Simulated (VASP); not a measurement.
# AlNi in VASP: a series of runs

Runs on AlNi. Level: PBE. Tasks: single point, relaxation of cell and atoms.

Everything below comes from runs of VASP 6.6.1. Logs are shortened: lines on timing, memory, paths and dates and some standing lists are left out, and cuts for length are marked.

## (1) The cell of the first run

The typed cell holds 2 atoms: a = 2.893 Å, b = 2.893 Å, c = 2.893 Å, α = 90.00°, β = 90.00°, γ = 90.00°.

## (2) Single point, PBE (atoms moved at random)

Input file INCAR:

```
SYSTEM = AlNi
PREC = Accurate ; ENCUT = 520
EDIFF = 1E-7 ; ISMEAR = 0
SIGMA = 0.15 ; LREAL = .FALSE.
LASPH = .TRUE. ; NELM = 100
ALGO = Fast ; ISIF = 2
LWAVE = .FALSE. ; LCHARG = .FALSE.
GGA = PE ; NBANDS = 14
```

Input file KPOINTS:

```
Automatic mesh
0
G
  12 12 12
  0 0 0
```

Input file POSCAR:

```
AlNi
1.0
    2.8930835342      0.0000000000      0.0000000000
    0.0000000000      2.8930835342      0.0000000000
    0.0000000000      0.0000000000      2.8930835342
Al Ni
1 1
Direct
    0.0015505140      0.0065010871      0.0101533062
    0.4984494860      0.4934989129      0.4898466938
```

Potentials or basis: VASP PAW PBE potentials, release 64 (Al, Ni).

Launch:

```bash
$ cat potpaw_PBE.64/Al/POTCAR potpaw_PBE.64/Ni/POTCAR > POTCAR
$ mpirun -np 1 vasp_std > vasp.out
```

OUTCAR:

```text
SYSTEM = AlNi
   PREC = Accurate
   ENCUT = 520
   EDIFF = 1E-7
   ISMEAR = 0
   LREAL = .FALSE.
   LASPH = .TRUE.
   NELM = 100
   ISIF = 2
   GGA = PE

 ion  position               nearest neighbor table
   1  0.002  0.007  0.010-   2 2.44   2 2.46   2 2.49   2 2.50   2 2.51   2 2.52   2 2.56   2 2.57

   2  0.498  0.493  0.490-   1 2.44   1 2.46   1 2.49   1 2.50   1 2.51   1 2.52   1 2.56   1 2.57

  LATTYP: Found a simple cubic cell.
 ALAT       =     2.8930835342

  Lattice vectors:

 A1 = (   2.8930835342,   0.0000000000,   0.0000000000)
 A2 = (   0.0000000000,   2.8930835342,   0.0000000000)
 A3 = (   0.0000000000,   0.0000000000,   2.8930835342)

Analysis of symmetry for initial positions (statically):
=====================================================================
 Subroutine PRICEL returns:
 Original cell was already a primitive cell.

 Routine SETGRP: Setting up the symmetry group for a
 simple cubic supercell.

 Subroutine GETGRP returns: Found  1 space group operations
 (whereof  1 operations were pure point group operations)
 out of a pool of 48 trial point group operations.

The static configuration has the point symmetry C_1 .

Analysis of symmetry for dynamics (positions and initial velocities):
=====================================================================
 Subroutine PRICEL returns:
 Original cell was already a primitive cell.

 Routine SETGRP: Setting up the symmetry group for a
 simple cubic supercell.

 Subroutine GETGRP returns: Found  1 space group operations
 (whereof  1 operations were pure point group operations)
 out of a pool of 48 trial point group operations.

The dynamic configuration has the point symmetry C_1 .

 Subroutine INISYM returns: Found  1 space group operations
 (whereof  1 operations are pure point group operations),
 and found     1 'primitive' translations

----------------------------------------------------------------------------------------

                                     Primitive cell

  volume of cell :      24.2149

  direct lattice vectors                    reciprocal lattice vectors
     2.893083534  0.000000000  0.000000000     0.345651962  0.000000000  0.000000000
     0.000000000  2.893083534  0.000000000     0.000000000  0.345651962  0.000000000
     0.000000000  0.000000000  2.893083534     0.000000000  0.000000000  0.345651962

  length of vectors
     2.893083534  2.893083534  2.893083534     0.345651962  0.345651962  0.345651962

  position of ions in fractional coordinates (direct lattice)
     0.001550514  0.006501087  0.010153306
     0.498449486  0.493498913  0.489846694

  ion indices of the primitive-cell ions
   primitive index   ion index
                 1           1
                 2           2

----------------------------------------------------------------------------------------

 KPOINTS: Automatic mesh

Automatic generation of k-mesh.
 Grid dimensions read from file:
 generate k-points for:   12   12   12

 Generating k-lattice:

  Cartesian coordinates                     Fractional coordinates (reciprocal lattice)
     0.028804330  0.000000000  0.000000000     0.083333333  0.000000000  0.000000000
     0.000000000  0.028804330  0.000000000     0.000000000  0.083333333  0.000000000
     0.000000000  0.000000000  0.028804330     0.000000000  0.000000000  0.083333333

  Length of vectors
     0.028804330  0.028804330  0.028804330

  Shift w.r.t. Gamma in fractional coordinates (k-lattice)
     0.000000000  0.000000000  0.000000000

 Subroutine IBZKPT returns following result:
 ===========================================

 Found    868 irreducible k-points:

 Following reciprocal coordinates:
            Coordinates               Weight
  0.000000  0.000000  0.000000      1.000000
  0.083333  0.000000  0.000000      2.000000
  0.000000  0.083333  0.000000      2.000000
  0.000000  0.000000  0.083333      2.000000
  0.166667  0.000000  0.000000      2.000000
  0.000000  0.166667  0.000000      2.000000
[... 16 lines left out ...]
 -0.083333  0.083333  0.000000      2.000000
 -0.083333  0.000000  0.083333      2.000000
 [... further k-points ...]
   k-points           NKPTS =    868   k-points in BZ     NKDIM =    868   number of bands    NBANDS=     14
   number of dos      NEDOS =    301   number of ions     NIONS =      2
   total plane-waves  NPLWV =  13824
   dimension x,y,z NGX =    24 NGY =   24 NGZ =   24
   dimension x,y,z NGXF=    48 NGYF=   48 NGZF=   48
   ions per type =               1   1
   NGX,Y,Z   is equivalent  to a cutoff of  13.79, 13.79, 13.79 a.u.
   NGXF,Y,Z  is equivalent  to a cutoff of  27.58, 27.58, 27.58 a.u.
 SYSTEM =  AlNi
   PREC   = accura    normal or accurate (medium, high low for compatibility)
   ISTART =      0    job   : 0-new  1-cont  2-samecut
   ICHARG =      2    charge: 1-file 2-atom 10-const
   ISPIN  =      1    spin polarized calculation?
   LNONCOLLINEAR =      F non collinear calculations
   LSORBIT =      F    spin-orbit coupling
   LASPH  =      T    aspherical Exc in radial PAW
   ENCUT  =  520.0 eV  38.22 Ry    6.18 a.u.   5.38  5.38  5.38*2*pi/ulx,y,z
   NELM   =    100;   NELMIN=  2; NELMDL= -5     # of ELM steps
   EDIFF  = 0.1E-06   stopping-criterion for ELM
   LREAL  =      F    real-space projection
   EDIFFG = 0.1E-05   stopping-criterion for IOM
   NSW    =      0    number of steps for IOM
   IBRION =     -1    ionic relax: 0-MD 1-quasi-New 2-CG
   NFREE  =      0    steps in history (QN), initial steepest desc. (CG)
   ISIF   =      2    stress and relaxation
   ISYM   =      2    0-nonsym 1-usesym 2-fastsym
   POTIM  = 0.5000    time-step for ionic-motion
   TEBEG  =    0.0;   TEEND  =   0.0 temperature during run
   PSTRESS=    0.0 pullay stress
   NELECT =      13.0000    total number of electrons
   NUPDOWN=      -1.0000    fix difference up-down
   EMIN   =  10.00;   EMAX   =-10.00  energy-range for DOS
   EFERMI =   0.00;   METHOD = LEGACY
   ISMEAR =     0;   SIGMA  =   0.15  broadening in eV -4-tet -1-fermi 0-gaus
   EFERMI_NEDOS =   21; number of points for ismear=-14 and -15
   IALGO  =     68    algorithm
   IMIX   =      4    mixing-type and parameters
     AMIX     =   0.40;   BMIX     =  1.00
     AMIX_MAG =   1.60;   BMIX_MAG =  1.00
  volume/ion in A,a.u.               =      12.11        81.71
  Fermi-wavevector in a.u.,A,eV,Ry     =   1.330541  2.514358 24.086934  1.770340
  Thomas-Fermi vector in A             =   2.459620
   LORBIT       =      0    0 simple, 1 ext, 2 COOP (PROOUT), +10 PAW based schemes
   GGA     = PE    functional components
   LHFCALC =     F    Hartree Fock is set to
   AEXX    =    0.0000 exact exchange contribution
   IVDW    =     0    specifies the selected vdW correction
   LEPSILON=     F    determine dielectric tensor
   LRPA    =     F    only Hartree local field effects (RPA)
 non-spin polarized calculation
 RMM-DIIS sequential band-by-band and
 Gauss-broadening in eV      SIGMA  =   0.15
  energy-cutoff  :      520.00
  volume of cell :       24.21
 maximum number of plane-waves:       672
 NGX is ok and might be reduce to    24
   NGX = 11   NGY = 11   NGZ = 11

 number of electron      12.9999999 magnetization

 Free energy of the ion-electron system (eV)
  ---------------------------------------------------
  ext. energy  EPLUGINS =         0.00000000
  ---------------------------------------------------
  free energy    TOTEN  =       -10.52756035 eV

  energy without entropy =      -10.51758681  energy(sigma->0) =      -10.52257358

 E-fermi :   9.8879     XC(G=0): -11.9867

 val. band max:        9.8310901249   @ k =   0.2500   0.2500   0.4167
 cond. band min:       9.8905726416   @ k =  -0.3333   0.0000   0.1667
 fundamental gap:      0.0594825167
 Fermi energy:         9.8879053716

 k-point     1 :       0.0000    0.0000    0.0000
  band No.  band energies     occupation
      1      -1.1849      2.00000
      2       6.6871      2.00000
      3       6.6900      2.00000
      4       8.3357      2.00000
      5       8.3416      2.00000
      6       8.3426      2.00000
      7      15.3055      0.00000
      8      15.3086      0.00000
      9      15.3163      0.00000
     10      17.9507      0.00000
     11      17.9516      0.00000
     12      23.3460      0.00000
     13      30.5958      0.00000
     14      30.6017      0.00000

 k-point     2 :       0.0833    0.0000    0.0000
  band No.  band energies     occupation
      1      -1.0582      2.00000
      2       6.6767      2.00000
      3       6.7190      2.00000
      4       8.2816      2.00000
      5       8.2884      2.00000
      6       8.3474      2.00000
      7      14.0804      0.00000
      8      15.4730      0.00000
      9      15.4892      0.00000
     10      17.9606      0.00000
     11      19.0324      0.00000
     12      23.8023      0.00000
     13      29.2762      0.00000
     14      29.3059      0.00000

 k-point     3 :       0.0000    0.0833    0.0000
  band No.  band energies     occupation
      1      -1.0582      2.00000
      2       6.6776      2.00000
      3       6.7180      2.00000
      4       8.2835      2.00000
      5       8.2876      2.00000
      6       8.3463      2.00000
      7      14.0821      0.00000
      8      15.4756      0.00000
      9      15.4836      0.00000
     10      17.9603      0.00000
     11      19.0348      0.00000
     12      23.8015      0.00000
     13      29.2820      0.00000
     14      29.2928      0.00000
[... 324 lines left out ...]
 k-point    23 :      -0.0833    0.0833    0.0000
  band No.  band energies     occupation
      1      -0.9319      2.00000
      2       6.6918      2.00000
      3       6.7265      2.00000
      4       8.2247      2.00000
      5       8.2804      2.00000
      6       8.3064      2.00000
      7      14.0179      0.00000
      8      14.4582      0.00000
      9      15.6561      0.00000
     10      18.5133      0.00000
     11      19.6503      0.00000
     12      24.1947      0.00000
     13      27.8939      0.00000
     14      29.2900      0.00000

 k-point    24 :      -0.0833    0.0000    0.0833
  band No.  band energies     occupation
      1      -0.9320      2.00000
      2       6.6933      2.00000
      3       6.7249      2.00000
      4       8.2270      2.00000
      5       8.2790      2.00000
      6       8.3056      2.00000
      7      14.0137      0.00000
      8      14.4682      0.00000
      9      15.6474      0.00000
     10      18.5172      0.00000
     11      19.6504      0.00000
     12      24.1934      0.00000
     13      27.8930      0.00000
     14      29.3185      0.00000

 [... further k-points ...]

------------------------ aborting loop because EDIFF is reached ----------------------------------------

  FORCE on cell =-STRESS in cart. coord.  units (eV):
  Direction    XX          YY          ZZ          XY          YZ          ZX
  --------------------------------------------------------------------------------------
  -------------------------------------------------------------------------------------
  Total        0.0750983      0.0652016      0.0505440      0.0072048      0.0465665      0.0111596
  in kB        4.9688741      4.3140596      3.3442375      0.4767027      3.0810703      0.7383712
  external PRESSURE =       4.2090571 kB  Pullay stress =       0.0000000 kB

 VOLUME and BASIS-vectors are now :
 -----------------------------------------------------------------------------
  energy-cutoff  :      520.00
  volume of cell :       24.21
      direct lattice vectors                 reciprocal lattice vectors
     2.893083534  0.000000000  0.000000000     0.345651962  0.000000000  0.000000000
     0.000000000  2.893083534  0.000000000     0.000000000  0.345651962  0.000000000
     0.000000000  0.000000000  2.893083534     0.000000000  0.000000000  0.345651962

 POSITION                                       TOTAL-FORCE (eV/Angst)
 -----------------------------------------------------------------------------------
      0.00449      0.01881      0.02937        -0.051892     -0.216445     -0.335608
      1.44206      1.42773      1.41717         0.051892      0.216445      0.335608
 -----------------------------------------------------------------------------------
    total drift:                                0.000132      0.000226      0.000020

  FREE ENERGIE OF THE ION-ELECTRON SYSTEM (eV)
  ---------------------------------------------------
  free  energy   TOTEN  =       -10.5275603499 eV

  energy  without entropy=      -10.5175868113  energy(sigma->0) =      -10.52257358
```

Run time: 5.8 min. Hardware: 1 thread of Intel Xeon 8259CL, shared host; peak memory 0.4 GiB.

What came out:

- Free energy: -10.5276 eV
- Pressure: 0.4 GPa
- Largest force: 0.403 eV/Å
- Band gap on the k mesh: zero (an odd number of electrons rules out a gap without spin polarisation)

Forces on the atoms (eV/Å):
```
Al  -0.052 -0.216 -0.336
Ni   0.052  0.216  0.336
```

Stress tensor (GPa, compression positive):
```
0.50 0.05 0.07
0.05 0.43 0.31
0.07 0.31 0.33
```

Levels at points of the mesh, in eV from the Fermi level:
```
           k point  band 3  band 4  band 5  band 6  band 7  band 8  band 9  band 10  band 11  band 12
(0.00, 0.00, 0.00)   -3.20   -1.55   -1.55   -1.55    5.42    5.42    5.43     8.06     8.06    13.46
(0.50, 0.00, 0.00)   -2.73   -2.24   -2.24   -1.46   -0.67    8.24    9.94     9.95    10.71    10.73
(0.00, 0.50, 0.00)   -2.74   -2.24   -2.24   -1.46   -0.67    8.25    9.93     9.94    10.72    10.74
(0.00, 0.00, 0.50)   -2.74   -2.24   -2.24   -1.46   -0.67    8.25    9.91     9.92    10.74    10.75
(0.50, 0.50, 0.00)   -2.89   -2.88   -2.06   -2.06   -1.03    1.43    2.38    12.12    14.79    14.80
(0.00, 0.50, 0.50)   -2.88   -2.85   -2.07   -2.07   -1.03    1.43    2.38    12.12    14.97    15.00
(0.50, 0.00, 0.50)   -2.88   -2.86   -2.07   -2.06   -1.03    1.43    2.38    12.12    14.88    14.89
(0.50, 0.50, 0.50)   -4.06   -1.00   -1.00    1.97    1.98    1.99    3.50     4.36     4.37     4.43
```

Caveat: the cell differs from its parent crystal (atoms moved at random).

(Part 1 of 2 ends here.)
